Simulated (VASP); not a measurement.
# SiC (I-4m2) in VASP: further runs, part 2 of 2

VASP 6.6.1. The steps go on from the part before.

**5. Single point, PBE (strain +0.0600 x Voigt [0, 1, 0, 0, 0, 0])**

Contents of INCAR:

```
PREC = Accurate
ENCUT = 520
EDIFF = 1E-6
ISMEAR = 0
SIGMA = 0.05
LREAL = False
LASPH = True
NELM = 100
ALGO = Normal
ISIF = 2
LWAVE = False
LCHARG = False
GGA = PE
NBANDS = 11
```

Contents of KPOINTS:

```
Automatic mesh
0
Gamma
  12 12 12
```

Contents of POSCAR:

```
SiC
1.0
    0.0000000000      2.3044400000      2.1740000000
    2.1740000000      0.0000000000      2.1740000000
    2.1740000000      2.3044400000      0.0000000000
Si C
1 1
Direct
    0.0000000000      0.0000000000      0.0000000000
    0.7500000000      0.7500000000      0.7500000000
```

Potentials or basis: VASP PAW PBE potentials, release 64 (Si, C).

Started as:

```sh
> cat potpaw_PBE.64/Si/POTCAR potpaw_PBE.64/C/POTCAR > POTCAR
> mpirun -np 1 vasp_std > vasp.out
```

OUTCAR:

```text
PREC = Accurate
   ENCUT = 520
   EDIFF = 1E-6
   ISMEAR = 0
   LREAL = False
   LASPH = True
   NELM = 100
   ISIF = 2
   GGA = PE

 ion  position               nearest neighbor table
   1  0.000  0.000  0.000-   2 1.92   2 1.92   2 1.92   2 1.92
   2  0.750  0.750  0.750-   1 1.92   1 1.92   1 1.92   1 1.92

  LATTYP: Found a body centered tetragonal cell.
 ALAT       =     3.0745002846
 C/A-ratio  =     1.4990663761

  Lattice vectors:

 A1 = (   0.0000000000,  -2.3044400000,   2.1740000000)
[... 521 lines left out ...]

------------------------ aborting loop because EDIFF is reached ----------------------------------------

  FORCE on cell =-STRESS in cart. coord.  units (eV):
  Direction    XX          YY          ZZ          XY          YZ          ZX
  --------------------------------------------------------------------------------------
  -------------------------------------------------------------------------------------
  Total       -0.2601708     -2.5101292     -0.2601708     -0.0000000     -0.0000000      0.0000000
  in kB      -19.1361563   -184.6257078    -19.1361563     -0.0000000     -0.0000000      0.0000000
  external PRESSURE =     -74.2993401 kB  Pullay stress =       0.0000000 kB

 VOLUME and BASIS-vectors are now :
 -----------------------------------------------------------------------------
  energy-cutoff  :      520.00
  volume of cell :       21.78
      direct lattice vectors                 reciprocal lattice vectors
     0.000000000  2.304440000  2.174000000    -0.229990800  0.216972453  0.229990800
     2.174000000  0.000000000  2.174000000     0.229990800 -0.216972453  0.229990800
     2.174000000  2.304440000  0.000000000     0.229990800  0.216972453 -0.229990800

 POSITION                                       TOTAL-FORCE (eV/Angst)
 -----------------------------------------------------------------------------------
      0.00000      0.00000      0.00000         0.000000      0.000000      0.000000
      3.26100      3.45666      3.26100        -0.000000      0.000000     -0.000000
 -----------------------------------------------------------------------------------
    total drift:                                0.000000     -0.000000      0.000000

  FREE ENERGIE OF THE ION-ELECTRON SYSTEM (eV)
  ---------------------------------------------------
  free  energy   TOTEN  =       -15.0007173764 eV

  energy  without entropy=      -15.0007173764  energy(sigma->0) =      -15.00071738
```

Wall time 26 s (1 thread of Intel Xeon Platinum 8375C at 2.90GHz (Ice Lake), shared host); peak memory 0.16 GiB.

What came out:

```yaml
Free_energy: -15.0007 eV
Pressure: -7.4 GPa
Band_gap_on_the_k_mesh: 1.10 eV, indirect (least direct gap 4.44 eV)
```

Levels at points of the mesh, in eV from the valence-band top:
```
           k point  band 1  band 2  band 3  band 4  band 5  band 6  band 7  band 8
(0.00, 0.00, 0.00)  -15.16   -0.43    0.00    0.00    5.45    6.77    6.77    6.92
(0.50, 0.00, 0.00)  -11.77   -8.40   -1.54   -0.83    4.54    6.77    7.28    9.66
(0.50, 0.50, 0.00)  -10.23   -7.55   -3.47   -3.36    1.10    3.67   12.33   14.02
(0.50, 0.00, 0.50)  -10.65   -8.25   -2.82   -2.82    1.61    4.66   13.36   13.41
```

Caveat: the cell differs from its parent crystal (strain +0.0600 x Voigt [0, 1, 0, 0, 0, 0]).

**6. Single point, PBE (strain +0.0525 x Voigt [0, 1, 0, 0, 0, 0])**

Contents of INCAR:

```
SYSTEM = SiC
PREC     = Accurate       ! precision mode
ENCUT    = 520            ! plane-wave cutoff, eV
EDIFF    = 1E-6           ! SCF threshold, eV
ISMEAR   = 0              ! smearing method
SIGMA    = 0.05           ! smearing width, eV
LREAL    = .False.        ! projectors in reciprocal space
LASPH    = .True.         ! aspherical terms in the spheres
NELM     = 80             ! most SCF steps
ALGO     = Normal         ! electronic algorithm
ISIF     = 2              ! what is computed and relaxed
LWAVE    = .False.        ! write WAVECAR
LCHARG   = .False.        ! write CHGCAR
GGA      = PE             ! functional
NBANDS   = 11             ! bands
```

Contents of KPOINTS:

```
Automatic mesh
0
Gamma
  12 12 12
  0 0 0
```

Contents of POSCAR:

```
SiC
1.0
    0.0000000000      2.2881350000      2.1740000000
    2.1740000000      0.0000000000      2.1740000000
    2.1740000000      2.2881350000      0.0000000000
Si C
1 1
Direct
    0.0000000000      0.0000000000      0.0000000000
    0.7500000000      0.7500000000      0.7500000000
```

Potentials or basis: VASP PAW PBE potentials, release 64 (Si, C).

Started as:

```sh
> cat potpaw_PBE.64/Si/POTCAR potpaw_PBE.64/C/POTCAR > POTCAR
> mpirun -np 1 vasp_std > vasp.out
```

OUTCAR:

```text
SYSTEM = SiC
   PREC = Accurate
   ENCUT = 520
   EDIFF = 1E-6
   ISMEAR = 0
   LREAL = .False.
   LASPH = .True.
   NELM = 80
   ISIF = 2
   GGA = PE

 ion  position               nearest neighbor table
   1  0.000  0.000  0.000-   2 1.92   2 1.92   2 1.92   2 1.92
   2  0.750  0.750  0.750-   1 1.92   1 1.92   1 1.92   1 1.92

  LATTYP: Found a body centered tetragonal cell.
 ALAT       =     3.0745002846
 C/A-ratio  =     1.4884597744

  Lattice vectors:

 A1 = (   0.0000000000,  -2.2881350000,   2.1740000000)
 A2 = (   0.0000000000,  -2.2881350000,  -2.1740000000)
 A3 = (   2.1740000000,   2.2881350000,   0.0000000000)

Analysis of symmetry for initial positions (statically):
=====================================================================
 Subroutine PRICEL returns:
 Original cell was already a primitive cell.

 Routine SETGRP: Setting up the symmetry group for a
 body centered tetragonal supercell.

 Subroutine GETGRP returns: Found  8 space group operations
 (whereof  8 operations were pure point group operations)
 out of a pool of 16 trial point group operations.

The static configuration has the point symmetry D_2d.

Analysis of symmetry for dynamics (positions and initial velocities):
=====================================================================
 Subroutine PRICEL returns:
 Original cell was already a primitive cell.

 Routine SETGRP: Setting up the symmetry group for a
 body centered tetragonal supercell.

 Subroutine GETGRP returns: Found  8 space group operations
 (whereof  8 operations were pure point group operations)
 out of a pool of 16 trial point group operations.

The dynamic configuration has the point symmetry D_2d.

 Subroutine INISYM returns: Found  8 space group operations
 (whereof  8 operations are pure point group operations),
 and found     1 'primitive' translations

----------------------------------------------------------------------------------------

                                     Primitive cell

  volume of cell :      21.6287

  direct lattice vectors                    reciprocal lattice vectors
     0.000000000  2.288135000  2.174000000    -0.229990800  0.218518575  0.229990800
     2.174000000  0.000000000  2.174000000     0.229990800 -0.218518575  0.229990800
     2.174000000  2.288135000  0.000000000     0.229990800  0.218518575 -0.229990800

  length of vectors
     3.156237915  3.074500285  3.156237915     0.391844235  0.391844235  0.391844235

  position of ions in fractional coordinates (direct lattice)
     0.000000000  0.000000000  0.000000000
     0.750000000  0.750000000  0.750000000

  ion indices of the primitive-cell ions
   primitive index   ion index
                 1           1
                 2           2

----------------------------------------------------------------------------------------

 KPOINTS: Automatic mesh

Automatic generation of k-mesh.
 Grid dimensions read from file:
 generate k-points for:   12   12   12

 Generating k-lattice:

  Cartesian coordinates                     Fractional coordinates (reciprocal lattice)
[... 21 lines left out ...]
  0.333333  0.000000  0.000000      8.000000
  0.416667  0.000000  0.000000      8.000000
[... 16 lines left out ...]
  0.500000  0.166667 -0.000000     16.000000
 -0.416667  0.166667  0.000000     16.000000
 [... further k-points ...]
   k-points           NKPTS =    163   k-points in BZ     NKDIM =    163   number of bands    NBANDS=     11
   number of dos      NEDOS =    301   number of ions     NIONS =      2
   total plane-waves  NPLWV =  13824
   dimension x,y,z NGX =    24 NGY =   24 NGZ =   24
   dimension x,y,z NGXF=    48 NGYF=   48 NGZF=   48
   ions per type =               1   1
   NGX,Y,Z   is equivalent  to a cutoff of  12.64, 12.98, 12.64 a.u.
   NGXF,Y,Z  is equivalent  to a cutoff of  25.28, 25.95, 25.28 a.u.
 SYSTEM =  SiC
   PREC   = accura    normal or accurate (medium, high low for compatibility)
   ISTART =      0    job   : 0-new  1-cont  2-samecut
   ICHARG =      2    charge: 1-file 2-atom 10-const
   ISPIN  =      1    spin polarized calculation?
   LNONCOLLINEAR =      F non collinear calculations
   LSORBIT =      F    spin-orbit coupling
   LASPH  =      T    aspherical Exc in radial PAW
   ENCUT  =  520.0 eV  38.22 Ry    6.18 a.u.   5.87  5.72  5.87*2*pi/ulx,y,z
   NELM   =     80;   NELMIN=  2; NELMDL= -5     # of ELM steps
   EDIFF  = 0.1E-05   stopping-criterion for ELM
   LREAL  =      F    real-space projection
   EDIFFG = 0.1E-04   stopping-criterion for IOM
   NSW    =      0    number of steps for IOM
   IBRION =     -1    ionic relax: 0-MD 1-quasi-New 2-CG
   NFREE  =      0    steps in history (QN), initial steepest desc. (CG)
   ISIF   =      2    stress and relaxation
   ISYM   =      2    0-nonsym 1-usesym 2-fastsym
   POTIM  = 0.5000    time-step for ionic-motion
   TEBEG  =    0.0;   TEEND  =   0.0 temperature during run
   PSTRESS=    0.0 pullay stress
   NELECT =       8.0000    total number of electrons
   NUPDOWN=      -1.0000    fix difference up-down
   EMIN   =  10.00;   EMAX   =-10.00  energy-range for DOS
   EFERMI =   0.00;   METHOD = LEGACY
   ISMEAR =     0;   SIGMA  =   0.05  broadening in eV -4-tet -1-fermi 0-gaus
   EFERMI_NEDOS =   21; number of points for ismear=-14 and -15
   IALGO  =     38    algorithm
   IMIX   =      4    mixing-type and parameters
     AMIX     =   0.40;   BMIX     =  1.00
     AMIX_MAG =   1.60;   BMIX_MAG =  1.00
  volume/ion in A,a.u.               =      10.81        72.98
  Fermi-wavevector in a.u.,A,eV,Ry     =   1.175153  2.220718 18.789451  1.380986
  Thomas-Fermi vector in A             =   2.311539
   LORBIT       =      0    0 simple, 1 ext, 2 COOP (PROOUT), +10 PAW based schemes
   GGA     = PE    functional components
   LHFCALC =     F    Hartree Fock is set to
   AEXX    =    0.0000 exact exchange contribution
   IVDW    =     0    specifies the selected vdW correction
   LEPSILON=     F    determine dielectric tensor
   LRPA    =     F    only Hartree local field effects (RPA)
 non-spin polarized calculation
 Gauss-broadening in eV      SIGMA  =   0.05
  energy-cutoff  :      520.00
  volume of cell :       21.63
 maximum number of plane-waves:       604
   NGX = 11   NGY = 11   NGZ = 11

 number of electron       8.0000001 magnetization

 Free energy of the ion-electron system (eV)
  ---------------------------------------------------
  ext. energy  EPLUGINS =         0.00000000
  ---------------------------------------------------
  free energy    TOTEN  =       -15.01709600 eV

  energy without entropy =      -15.01709600  energy(sigma->0) =      -15.01709600

 E-fermi :   7.9704     XC(G=0): -11.1670

 val. band max:        7.7519119273   @ k =   0.0000   0.0000   0.0000
 cond. band min:       8.8841896146   @ k =   0.5000   0.5000   0.0000
 fundamental gap:      1.1322776873
 Fermi energy:         7.9703798947

 k-point     1 :       0.0000    0.0000    0.0000
  band No.  band energies     occupation
      1      -7.4383      2.00000
      2       7.3789      2.00000
      3       7.7519      2.00000
      4       7.7519      2.00000
      5      13.3145      0.00000
      6      14.5932      0.00000
      7      14.5932      0.00000
      8      14.7235      0.00000
      9      21.0312      0.00000
     10      22.6345      0.00000
     11      23.3528      0.00000
[... 309 lines left out ...]
 k-point    24 :      -0.4167    0.1667    0.0000
  band No.  band energies     occupation
      1      -3.7197      2.00000
      2      -0.1453      2.00000
      3       4.7438      2.00000
      4       5.9922      2.00000
      5      12.4061      0.00000
      6      14.8457      0.00000
      7      16.1223      0.00000
      8      18.4412      0.00000
      9      21.5491      0.00000
     10      22.8531      0.00000
     11      25.5372      0.00000

 [... further k-points ...]

------------------------ aborting loop because EDIFF is reached ----------------------------------------

  FORCE on cell =-STRESS in cart. coord.  units (eV):
  Direction    XX          YY          ZZ          XY          YZ          ZX
  --------------------------------------------------------------------------------------
  -------------------------------------------------------------------------------------
  Total       -0.1726382     -2.1151355     -0.1726382      0.0000000      0.0000000      0.0000000
  in kB      -12.7884146   -156.6816244    -12.7884146      0.0000000      0.0000000      0.0000000
  external PRESSURE =     -60.7528179 kB  Pullay stress =       0.0000000 kB

 VOLUME and BASIS-vectors are now :
 -----------------------------------------------------------------------------
  energy-cutoff  :      520.00
  volume of cell :       21.63
      direct lattice vectors                 reciprocal lattice vectors
     0.000000000  2.288135000  2.174000000    -0.229990800  0.218518575  0.229990800
     2.174000000  0.000000000  2.174000000     0.229990800 -0.218518575  0.229990800
     2.174000000  2.288135000  0.000000000     0.229990800  0.218518575 -0.229990800

 POSITION                                       TOTAL-FORCE (eV/Angst)
 -----------------------------------------------------------------------------------
      0.00000      0.00000      0.00000         0.000000      0.000000      0.000000
      3.26100      3.43220      3.26100        -0.000000      0.000000     -0.000000
 -----------------------------------------------------------------------------------
    total drift:                               -0.000000     -0.000000     -0.000000

  FREE ENERGIE OF THE ION-ELECTRON SYSTEM (eV)
  ---------------------------------------------------
  free  energy   TOTEN  =       -15.0170959979 eV

  energy  without entropy=      -15.0170959979  energy(sigma->0) =      -15.01709600
```

Run time: 27 s. Hardware: 1 thread of Intel Xeon Platinum 8375C at 2.90GHz (Ice Lake), shared host; peak memory 0.15 GiB.

What came out:

| Item | Value |
| --- | --- |
| Free energy | -15.0171 eV |
| Pressure | -6.1 GPa |
| Band gap on the k mesh | 1.13 eV, indirect (least direct gap 4.45 eV) |

Levels at points of the mesh, in eV from the valence-band top:
| k point | band 2 | band 3 | band 4 | band 5 | band 6 | band 7 |
| --- | --- | --- | --- | --- | --- | --- |
| (0.00, 0.00, 0.00) | -0.37 | 0.00 | 0.00 | 5.56 | 6.84 | 6.84 |
| (0.50, 0.00, 0.00) | -8.42 | -1.48 | -0.86 | 4.68 | 6.81 | 7.29 |
| (0.50, 0.50, 0.00) | -7.58 | -3.44 | -3.35 | 1.13 | 3.76 | 12.54 |
| (0.50, 0.00, 0.50) | -8.20 | -2.87 | -2.87 | 1.58 | 4.62 | 13.51 |

Caveat: the cell differs from its parent crystal (strain +0.0525 x Voigt [0, 1, 0, 0, 0, 0]).

**7. Summary**

| cell | gap on the mesh (eV) | pressure (GPa) |
| --- | --- | --- |
| a = 3.098, b = 3.075 Å, angles 60.2, 59.5, 60.2°, 2 atoms | 1.29 | 1.4 |
| a = 3.121, b = 3.075 Å, angles 60.5, 59.0, 60.5°, 2 atoms | 1.22 | -1.7 |
| a = 3.144, b = 3.075 Å, angles 60.7, 58.5, 60.7°, 2 atoms | 1.16 | -4.7 |
| a = 3.168, b = 3.075 Å, angles 61.0, 58.1, 61.0°, 2 atoms | 1.10 | -7.4 |
| a = 3.156, b = 3.075 Å, angles 60.9, 58.3, 60.9°, 2 atoms | 1.13 | -6.1 |

Alike in all rows: task single point; level PBE; potentials or basis VASP PAW PBE potentials, release 64 (Si, C); no spin polarisation; k mesh 12 × 12 × 12; cutoff (eV) 520; smearing gaussian 0.05 eV.

Total energies depend on the potentials used, so only differences within one code and one set of settings carry meaning.
